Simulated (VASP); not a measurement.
Input of a VASP 6.6.1 run:

INCAR

```
  ALGO = Normal
  EDIFF = 1E-6
  EDIFFG = -0.005
  ENCUT = 600
  GGA = PS
  IBRION = 2
  ISIF = 3
  ISMEAR = -1
  LASPH = True
  LCHARG = False
  LREAL = False
  LWAVE = False
  NELM = 60
  NSW = 80
  PREC = Accurate
  PSTRESS = 200.0
  SIGMA = 0.05
```

File KPOINTS:

```
k-points
0
Gamma
  11 11 11
```

File POSCAR:

```
Ge
1.0
   -2.5744897190      2.5744897190      1.3974126432
    2.5744897190     -2.5744897190      1.3974126432
    2.5744897190      2.5744897190     -1.3974126432
Ge
2
Direct
    0.5000000000      0.5000000000      0.0000000000
    0.2500000000      0.7500000000      0.5000000000
```

Potentials or basis: VASP PAW PBE potentials, release 64 (Ge_d).

Launch:

```sh
$ cat potpaw_PBE.64/Ge_d/POTCAR > POTCAR
$ mpirun -np 1 vasp_std > vasp.out
```

Problem. Predict the relaxed cell.

Solution. a = 3.678 Å, b = 3.678 Å, c = 3.678 Å, α = 97.31°, β = 97.31°, γ = 138.20°.

Problem. Predict the relaxed volume.

Solution. 15.49 Å³/atom.

Problem. Estimate the band gap on the k mesh.

Solution. Zero (bands 14 and 15 overlap by 5.97 eV).

Problem. Estimate the space group after relaxing (to 0.1 Å).

Solution. I4_1/amd (No. 141).

Final structure:
```cif
data_structure
_symmetry_space_group_name_H-M 'P 1'
_symmetry_Int_Tables_number 1
_cell_length_a 3.6782
_cell_length_b 3.6782
_cell_length_c 3.6782
_cell_angle_alpha 97.310
_cell_angle_beta 97.310
_cell_angle_gamma 138.203
_cell_volume 30.99
loop_
_atom_site_label
_atom_site_type_symbol
_atom_site_fract_x
_atom_site_fract_y
_atom_site_fract_z
_atom_site_occupancy
Ge1 Ge 0.50000 0.50000 0.00000 1
Ge2 Ge 0.25000 0.75000 0.50000 1
```

Caveat: the cell is relaxed towards a set pressure, so the run minimises the enthalpy, not the energy; the volume moved by over 15 % at a fixed basis, so the end points are rough; the PAW data sets were made with another functional, which shifts forces and pressure a little.
